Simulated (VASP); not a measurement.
# SiC (P3_121) in VASP: relaxation of cell and atoms with PBE

Aim: the relaxation of cell and atoms of SiC with PBE.

All numbers are computed with VASP 6.6.1; they aren't measurements. Logs are shortened: lines on timing, memory, paths and dates and some standing lists are left out, and cuts for length are marked.

## (1) The cell of the first run

Symmetry: P3_121, No. 152, trigonal system. Conventional cell: a = 3.934 Å, b = 3.934 Å, c = 5.631 Å, α = 90.00°, β = 90.00°, γ = 120.00°. Within 1.7 Å of Si (site symmetry 2) lie 2 C at 1.24 Å. Within 1.7 Å of C (site symmetry 2) lie 2 Si at 1.24 Å.

The cell was generated, and may not be a known phase.

## (2) Relaxation of cell and atoms, PBE

File INCAR:

```
SYSTEM = SiC
PREC = Accurate ; ENCUT = 600
EDIFF = 1E-6 ; ISMEAR = 0
SIGMA = 0.1 ; LREAL = .False.
LASPH = .True. ; NELM = 100
ALGO = Normal ; ISIF = 3
LWAVE = .False. ; LCHARG = .False.
GGA = PE ; IBRION = 2
NSW = 90 ; EDIFFG = -0.04
```

File KPOINTS:

```
Automatic mesh
0
Gamma
  6 6 4
  0 0 0
```

File POSCAR:

```
SiC
1.0
    3.9341313617      0.0000000000      0.0000000000
   -1.9670656808      3.4070577010      0.0000000000
    0.0000000000      0.0000000000      5.6313263351
Si C
3 3
Direct
    0.0000000000      0.0000000000      0.1666666667
    0.0000000000      0.0000000000      0.5000000000
    0.0000000000      0.0000000000      0.8333333333
    0.7949654033      0.7949654033      0.0000000000
    0.2050345967      0.0000000000      0.3333333333
    0.0000000000      0.2050345967      0.6666666667
```

Potentials or basis: VASP PAW PBE potentials, release 64 (Si, C).

The run is started by

```bash
cat potpaw_PBE.64/Si/POTCAR potpaw_PBE.64/C/POTCAR > POTCAR
mpirun -np 1 vasp_std > vasp.out
```

OUTCAR:

```text
SYSTEM = SiC
   PREC = Accurate
   ENCUT = 600
   EDIFF = 1E-6
   ISMEAR = 0
   LREAL = .False.
   LASPH = .True.
   NELM = 100
   ISIF = 3
   GGA = PE
   IBRION = 2
   NSW = 90
   EDIFFG = -0.04

 ion  position               nearest neighbor table
   1  0.000  0.000  0.167-   5 1.24   4 1.24   2 1.88   3 1.88
   2  0.000  0.000  0.500-   6 1.24   5 1.24   1 1.88   3 1.88
   3  0.000  0.000  0.833-   6 1.24   4 1.24   2 1.88   1 1.88
   4  0.795  0.795  0.000-   1 1.24   3 1.24
   5  0.205  0.000  0.333-   1 1.24   2 1.24
   6  0.000  0.205  0.667-   3 1.24   2 1.24

 -----------------------------------------------------------------------------
|                                                                             |
|           W    W    AA    RRRRR   N    N  II  N    N   GGGG   !!!           |
|           W    W   A  A   R    R  NN   N  II  NN   N  G    G  !!!           |
|           W    W  A    A  R    R  N N  N  II  N N  N  G       !!!           |
|           W WW W  AAAAAA  RRRRR   N  N N  II  N  N N  G  GGG   !            |
|           WW  WW  A    A  R   R   N   NN  II  N   NN  G    G                |
|           W    W  A    A  R    R  N    N  II  N    N   GGGG   !!!           |
|                                                                             |
|     The distance between some ions is very small. Please check the          |
|     nearest-neighbor list in the OUTCAR file.                               |
|     I HOPE YOU KNOW WHAT YOU ARE DOING!                                     |
|                                                                             |
 -----------------------------------------------------------------------------

  LATTYP: Found a hexagonal cell.
 ALAT       =     3.9341313617
 C/A-ratio  =     1.4314027208

  Lattice vectors:

 A1 = (   3.9341313617,   0.0000000000,   0.0000000000)
 A2 = (  -1.9670656808,   3.4070577010,   0.0000000000)
 A3 = (   0.0000000000,   0.0000000000,   5.6313263351)

Analysis of symmetry for initial positions (statically):
=====================================================================
 Subroutine PRICEL returns:
 Original cell was already a primitive cell.

 Routine SETGRP: Setting up the symmetry group for a
 hexagonal supercell.

 Subroutine GETGRP returns: Found  6 space group operations
 (whereof  2 operations were pure point group operations)
 out of a pool of 24 trial point group operations.

The static configuration has the point symmetry C_2 .
 The point group associated with its full space group is D_3 .

Analysis of symmetry for dynamics (positions and initial velocities):
=====================================================================
 Subroutine PRICEL returns:
 Original cell was already a primitive cell.

 Routine SETGRP: Setting up the symmetry group for a
 hexagonal supercell.

 Subroutine GETGRP returns: Found  6 space group operations
 (whereof  2 operations were pure point group operations)
 out of a pool of 24 trial point group operations.

The dynamic configuration has the point symmetry C_2 .
 The point group associated with its full space group is D_3 .

 Subroutine INISYM returns: Found  6 space group operations
 (whereof  2 operations are pure point group operations),
 and found     1 'primitive' translations

----------------------------------------------------------------------------------------

                                     Primitive cell

  volume of cell :      75.4812

  direct lattice vectors                    reciprocal lattice vectors
     3.934131362  0.000000000  0.000000000     0.254185717  0.146754192  0.000000000
    -1.967065681  3.407057701  0.000000000     0.000000000  0.293508384  0.000000000
     0.000000000  0.000000000  5.631326335     0.000000000  0.000000000  0.177578059

  length of vectors
     3.934131362  3.934131362  5.631326335     0.293508384  0.293508384  0.177578059

  position of ions in fractional coordinates (direct lattice)
     0.000000000  0.000000000  0.166666667
     0.000000000  0.000000000  0.500000000
     0.000000000  0.000000000  0.833333333
     0.794965403  0.794965403  0.000000000
     0.205034597  0.000000000  0.333333333
     0.000000000  0.205034597  0.666666667

  ion indices of the primitive-cell ions
   primitive index   ion index
                 1           1
                 2           2
                 3           3
                 4           4
                 5           5
                 6           6

----------------------------------------------------------------------------------------

 KPOINTS: Automatic mesh

Automatic generation of k-mesh.
 Grid dimensions read from file:
 generate k-points for:    6    6    4

 Generating k-lattice:

  Cartesian coordinates                     Fractional coordinates (reciprocal lattice)
     0.042364286  0.024459032  0.000000000     0.166666667  0.000000000  0.000000000
     0.000000000  0.048918064  0.000000000     0.000000000  0.166666667  0.000000000
     0.000000000  0.000000000  0.044394515     0.000000000  0.000000000  0.250000000

  Length of vectors
     0.048918064  0.048918064  0.044394515

  Shift w.r.t. Gamma in fractional coordinates (k-lattice)
     0.000000000  0.000000000  0.000000000

 Subroutine IBZKPT returns following result:
 ===========================================

 Found     24 irreducible k-points:

 Following reciprocal coordinates:
            Coordinates               Weight
  0.000000  0.000000  0.000000      1.000000
  0.166667  0.000000  0.000000      6.000000
  0.333333  0.000000  0.000000      6.000000
  0.500000  0.000000  0.000000      3.000000
  0.166667  0.166667  0.000000      6.000000
  0.333333  0.166667  0.000000     12.000000
[... 16 lines left out ...]
  0.333333  0.166667  0.500000     12.000000
  0.333333  0.333333  0.500000      2.000000
   k-points           NKPTS =     24   k-points in BZ     NKDIM =     24   number of bands    NBANDS=     16
   number of dos      NEDOS =    301   number of ions     NIONS =      6
   total plane-waves  NPLWV =  49152
   dimension x,y,z NGX =    32 NGY =   32 NGZ =   48
   dimension x,y,z NGXF=    64 NGYF=   64 NGZF=   96
   ions per type =               3   3
   NGX,Y,Z   is equivalent  to a cutoff of  13.52, 13.52, 14.17 a.u.
   NGXF,Y,Z  is equivalent  to a cutoff of  27.04, 27.04, 28.34 a.u.
 SYSTEM =  SiC
   PREC   = accura    normal or accurate (medium, high low for compatibility)
   ISTART =      0    job   : 0-new  1-cont  2-samecut
   ICHARG =      2    charge: 1-file 2-atom 10-const
   ISPIN  =      1    spin polarized calculation?
   LNONCOLLINEAR =      F non collinear calculations
   LSORBIT =      F    spin-orbit coupling
   LASPH  =      T    aspherical Exc in radial PAW
   ENCUT  =  600.0 eV  44.10 Ry    6.64 a.u.   7.86  7.86 11.25*2*pi/ulx,y,z
   NELM   =    100;   NELMIN=  2; NELMDL= -5     # of ELM steps
   EDIFF  = 0.1E-05   stopping-criterion for ELM
   LREAL  =      F    real-space projection
   EDIFFG = -.4E-01   stopping-criterion for IOM
   NSW    =     90    number of steps for IOM
   IBRION =      2    ionic relax: 0-MD 1-quasi-New 2-CG
   NFREE  =      1    steps in history (QN), initial steepest desc. (CG)
   ISIF   =      3    stress and relaxation
   ISYM   =      2    0-nonsym 1-usesym 2-fastsym
   POTIM  = 0.5000    time-step for ionic-motion
   TEBEG  =    0.0;   TEEND  =   0.0 temperature during run
   PSTRESS=    0.0 pullay stress
   NELECT =      24.0000    total number of electrons
   NUPDOWN=      -1.0000    fix difference up-down
   EMIN   =  10.00;   EMAX   =-10.00  energy-range for DOS
   EFERMI =   0.00;   METHOD = LEGACY
   ISMEAR =     0;   SIGMA  =   0.10  broadening in eV -4-tet -1-fermi 0-gaus
   EFERMI_NEDOS =   21; number of points for ismear=-14 and -15
   IALGO  =     38    algorithm
   IMIX   =      4    mixing-type and parameters
     AMIX     =   0.40;   BMIX     =  1.00
     AMIX_MAG =   1.60;   BMIX_MAG =  1.00
  volume/ion in A,a.u.               =      12.58        84.90
  Fermi-wavevector in a.u.,A,eV,Ry     =   1.117375  2.111532 16.987236  1.248527
  Thomas-Fermi vector in A             =   2.253997
   LORBIT       =      0    0 simple, 1 ext, 2 COOP (PROOUT), +10 PAW based schemes
   GGA     = PE    functional components
   LHFCALC =     F    Hartree Fock is set to
   AEXX    =    0.0000 exact exchange contribution
   IVDW    =     0    specifies the selected vdW correction
   LEPSILON=     F    determine dielectric tensor
   LRPA    =     F    only Hartree local field effects (RPA)
 conjugate gradient relaxation of ions
 non-spin polarized calculation
 Gauss-broadening in eV      SIGMA  =   0.10
  energy-cutoff  :      600.00
  volume of cell :       75.48
 maximum number of plane-waves:      2561
   NGX = 15   NGY = 15   NGZ = 23

--------------------------------------- Ionic step        1  -------------------------------------------

 number of electron      24.0000000 magnetization

 Free energy of the ion-electron system (eV)
  ---------------------------------------------------
  ext. energy  EPLUGINS =         0.00000000
  ---------------------------------------------------
  free energy    TOTEN  =        20.16121065 eV

  energy without entropy =       20.17126184  energy(sigma->0) =       20.16623624

------------------------ aborting loop because EDIFF is reached ----------------------------------------

  FORCE on cell =-STRESS in cart. coord.  units (eV):
  Direction    XX          YY          ZZ          XY          YZ          ZX
  --------------------------------------------------------------------------------------
  -------------------------------------------------------------------------------------
  Total       66.4328440     66.4328440    255.8428386      0.0000000     -0.0000000     -0.0000000
  in kB     1410.1145259   1410.1145258   5430.5623732      0.0000000     -0.0000000     -0.0000000
  external PRESSURE =    2750.2638083 kB  Pullay stress =       0.0000000 kB
[... 1941 lines left out ...]
  band No.  band energies     occupation
      1      -2.0111      2.00000
      2      -2.0111      2.00000
      3      -1.6653      2.00000
      4       0.8900      2.00000
      5       0.8900      2.00000
      6       2.6106      2.00000
[... 8 lines left out ...]
     15      12.3539      0.00000
     16      14.9672      0.00000

[... ionic steps 4 to 27 ...]

--------------------------------------- Ionic step       28  -------------------------------------------

 number of electron      24.0000000 magnetization

------------------------ aborting loop because EDIFF is reached ----------------------------------------

  FORCE on cell =-STRESS in cart. coord.  units (eV):
  Direction    XX          YY          ZZ          XY          YZ          ZX
  --------------------------------------------------------------------------------------
  -------------------------------------------------------------------------------------
  Total       -2.8855739     -2.8855739     -1.5514077     -0.0000000     -0.0000000     -0.0000000
  in kB      -89.4376812    -89.4376812    -48.0855157     -0.0000000     -0.0000000     -0.0000000
  external PRESSURE =     -75.6536260 kB  Pullay stress =       0.0000000 kB
[... 65 lines left out ...]
  energy  without entropy=      -40.6871936712  energy(sigma->0) =      -40.68997455

--------------------------------------- Ionic step       30  -------------------------------------------

 number of electron      23.9999999 magnetization

 Free energy of the ion-electron system (eV)
  ---------------------------------------------------
  ext. energy  EPLUGINS =         0.00000000
  ---------------------------------------------------
  free energy    TOTEN  =       -40.69711736 eV

  energy without entropy =      -40.69127706  energy(sigma->0) =      -40.69419721

 E-fermi :  12.2612     XC(G=0): -12.6700

 val. band max:       12.2072956940   @ k =   0.0000   0.0000   0.2500
 cond. band min:      12.3091454255   @ k =   0.0000   0.0000   0.0000
 fundamental gap:      0.1018497315
 Fermi energy:        12.2612244803

 k-point     1 :       0.0000    0.0000    0.0000
  band No.  band energies     occupation
      1      -6.0877      2.00000
      2      -3.4402      2.00000
      3      -3.4402      2.00000
      4       4.4297      2.00000
      5       4.4297      2.00000
      6      11.4513      2.00000
[... 478 lines left out ...]
  FREE ENERGIE OF THE ION-ELECTRON SYSTEM (eV)
  ---------------------------------------------------
  free  energy   TOTEN  =       -40.6971173584 eV

  energy  without entropy=      -40.6912770593  energy(sigma->0) =      -40.69419721

 reached required accuracy - stopping structural energy minimisation
```

It took 18 min on 1 thread of Intel Xeon 8259CL, shared host; peak memory 0.24 GiB.

Results:

| Property | Result |
| --- | --- |
| Free energy | -40.6971 eV |
| Relaxed volume | 8.34 Å³/atom |
| Relaxed cell | a = 2.869 Å, b = 2.869 Å, c = 7.022 Å, α = 90.00°, β = 90.00°, γ = 120.00° |
| Space group after relaxing (to 0.1 Å) | Fm-3m (No. 225) |
| Energy gained by relaxing | 10143.1 meV/atom |
| Ionic steps | 30 |
| Pressure after relaxing | 0.3 GPa |
| Largest force after relaxing | 0.024 eV/Å |
| Band gap on the k mesh | zero (bands 12 and 13 overlap by 1.00 eV) |

Forces on the atoms (eV/Å):
```
Si   0.011 -0.020  0.000
Si   0.011  0.020  0.000
Si  -0.023  0.000  0.000
C   -0.012 -0.021  0.000
C    0.024  0.000  0.000
C   -0.012  0.021  0.000
```

Stress tensor (GPa, compression positive):
```
0.14 0.00 0.00
0.00 0.14 0.00
0.00 0.00 0.49
```

The path:
```
step  energy change (eV)  largest force (eV/Å)  pressure (GPa)  volume (Å³)
   1              0.0000               56.1388          275.03        75.48
   2            -18.2921                0.7695           -6.40       543.10
   3            -21.9024                1.0269           -7.27       481.32
   4            -25.4281                1.1419           -8.17       427.97
   5            -41.3915                2.8567          -15.26       209.55
   6            -45.9997                1.7145          -20.20       133.18
   7            -48.9319                0.1681          -18.46       102.14
   8            -49.5846                0.8829           -6.83        88.29
   9            -49.5867                0.7960          -11.31        91.70
  10            -49.6036                0.8358          -10.02        90.60
  11            -52.3620                0.9271          -13.53        81.02
  12            -56.2800                2.8050           32.65        50.22
  13            -56.5504                0.6482          -19.70        68.83
  14            -58.4063                1.6260           -6.06        59.51
  15            -58.4202                1.6867           -4.35        58.87
  16            -58.9037                1.1151            3.25        54.03
  17            -58.9089                1.1684            2.22        54.41
  18            -59.2885                1.1792            6.51        53.02
  19            -59.2941                1.0449            6.24        53.16
  20            -59.5186                0.9217           -4.64        55.11
  21            -59.5830                0.8346          -11.95        56.68
  22            -59.7340                0.7781          -12.49        56.26
  23            -60.1792                0.6448          -13.45        55.00
  24            -60.7554                0.1850          -10.61        52.54
  25            -58.3960                4.2245           40.30        47.82
  26            -60.7880                0.1024           -9.54        52.19
  27            -60.8032                0.2818           -5.75        51.35
  28            -60.8120                0.1109           -7.57        51.69
  29            -60.8540                0.0197            2.84        49.59
  30            -60.8583                0.0238            0.26        50.06
```

Final structure:
```yaml
crystal:
  lattice:
    - [2.86919, 0.00000, 0.00000]
    - [-1.43459, 2.48479, 0.00000]
    - [0.00000, 0.00000, 7.02217]
  atoms:
    - { symbol: Si, position: [0.00000, 0.33505, 0.16667] }
    - { symbol: Si, position: [0.66495, 0.66495, 0.50000] }
    - { symbol: Si, position: [0.33505, 0.00000, 0.83333] }
    - { symbol: C, position: [0.66891, 0.66891, 0.00000] }
    - { symbol: C, position: [0.33109, 0.00000, 0.33333] }
    - { symbol: C, position: [0.00000, 0.33109, 0.66667] }
```

Caveat: the volume moved by over 15 % at a fixed basis, so the end points are rough.

The gap in the log of VASP goes by the Fermi energy; the results here count the filled bands.